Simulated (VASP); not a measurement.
Set up this calculation in VASP 6.6.1, as the native input.

```
Task                   : relaxation of cell and atoms
Functional             : PBEsol
Dispersion             : D3(BJ)
Potentials or basis    : VASP PAW PBE potentials, release 64 (Cu)
Cutoff                 : 600 eV
k mesh                 : 11 × 11 × 3
Occupations            : fermi-dirac, width 0.05 eV
Spin                   : no spin polarisation
Dipole correction      : no
Further INCAR settings : ALGO = Normal; EDIFF = 1e-06; IBRION = 2; EDIFFG = -0.03; NSW = 80; ISIF = 3
```

The structure of Cu lies in POSCAR:

```
Cu
1.0
    2.5307600000      0.0000000000      0.0000000000
   -1.2653800000      2.1917100000      0.0000000000
    0.0000000000      0.0000000000      8.2618200000
Cu
4
Direct
    0.0000000000      0.0000000000      0.0000000000
    0.3333333333      0.6666666667      0.2500000000
    0.0000000000      0.0000000000      0.5000000000
    0.6666666667      0.3333333333      0.7500000000
```

This isn't the form of Cu at room conditions, which is fcc.

The input as run:

INCAR

```
PREC = Accurate
ENCUT = 600
EDIFF = 1E-6
ISMEAR = -1
SIGMA = 0.05
LREAL = F
LASPH = T
NELM = 100
ALGO = Normal
ISIF = 3
LWAVE = F
LCHARG = F
GGA = PS
IVDW = 12
IBRION = 2
NSW = 80
EDIFFG = -0.03
```

KPOINTS

```
regular mesh
0
Gamma
  11 11 3
```

Potentials or basis: VASP PAW PBE potentials, release 64 (Cu).

Command:

```sh
$ cat potpaw_PBE.64/Cu/POTCAR > POTCAR
$ mpirun -np 1 vasp_std > vasp.out
```

It gave:

| Quantity | Value |
| --- | --- |
| Relaxed volume | 10.86 Å³/atom |
| Relaxed cell | a = 2.480 Å, b = 2.480 Å, c = 8.156 Å, α = 90.00°, β = 90.00°, γ = 120.00° |
| Space group after relaxing (to 0.1 Å) | P6_3/mmc (No. 194) |
| Energy gained by relaxing | 18.8 meV/atom |
| Ionic steps | 8 |
| Pressure after relaxing | -0.3 GPa |
| Band gap on the k mesh | zero (bands 22 and 23 overlap by 4.67 eV) |
| Dispersion energy per atom | -0.570 eV |

Caveat: the PAW data sets were made with another functional, which shifts forces and pressure a little.

Run time: 110 s on 1 thread of Intel(R) Xeon(R) 6975P-C (Granite Rapids) (shared host), peak memory 0.2 GiB.
